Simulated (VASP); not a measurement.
Crystal: Ta.

```
CELL_PARAMETERS angstrom
-1.62896 1.62896 1.62896
1.62896 -1.62896 1.62896
1.62896 1.62896 -1.62896
ATOMIC_POSITIONS crystal
Ta 0.00000 0.00000 0.00000
```

This cell differs from its parent crystal: volume scaled by 0.96.

Base run:

| Property | Result |
| --- | --- |
| Program | VASP 6.6.1 |
| Functional | PBEsol |
| Potentials or basis | VASP PAW PBE potentials, release 64 (Ta_pv) |
| Cutoff | 520 eV |
| k mesh | 11 × 11 × 11 |
| Occupations | fermi-dirac, width 0.05 eV |
| Spin | no spin polarisation |

Its results: pressure 4.6 GPa.

Question: The run is repeated on the same cell with these changes: functional from PBEsol to r2SCAN. What comes out?

Answer: Pressure 9.7 GPa.

Caveats: the PAW data sets were made with another functional, which shifts forces and pressure a little.
